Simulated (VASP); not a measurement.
Here is a VASP 6.6.1 calculation.

File INCAR:

```
SYSTEM = GaN
PREC     = Accurate       ! precision mode
ENCUT    = 520            ! plane-wave cutoff, eV
EDIFF    = 1E-6           ! SCF threshold, eV
ISMEAR   = 0              ! smearing method
SIGMA    = 0.01           ! smearing width, eV
LREAL    = .FALSE.        ! projectors in reciprocal space
LASPH    = .TRUE.         ! aspherical terms in the spheres
NELM     = 80             ! most SCF steps
ALGO     = Normal         ! electronic algorithm
ISIF     = 2              ! what is computed and relaxed
LWAVE    = .FALSE.        ! write WAVECAR
LCHARG   = .TRUE.         ! write CHGCAR
GGA      = PE             ! functional
LELF     = .TRUE.         ! ELF
LVHAR    = .TRUE.       
NBANDS   = 26             ! bands
```

KPOINTS

```
Automatic mesh
0
G
  12 12 6
  0 0 0
```

Contents of POSCAR:

```
GaN
1.0
    3.1831495727      0.0000000000      0.0000000000
   -1.5915747864      2.7566883940      0.0000000000
    0.0000000000      0.0000000000      5.1836255482
Ga N
2 2
Direct
    0.3333333333      0.6666666667     -0.0008868499
    0.6666666667      0.3333333333      0.4991131501
    0.3333333333      0.6666666667      0.3758868499
    0.6666666667      0.3333333333      0.8758868499
```

Potentials or basis: VASP PAW PBE potentials, release 64 (Ga_d, N).

Launch:

```console
$ cat potpaw_PBE.64/Ga_d/POTCAR potpaw_PBE.64/N/POTCAR > POTCAR
$ mpirun -np 1 vasp_std > vasp.out
```

(1) Predict the pressure.

(2) What does it give for the largest force?

(3) What does it give for the band gap on the k mesh?

Results:

(1) 6.3 GPa.

(2) 0.005 eV/Å.

(3) 1.94 eV, direct.
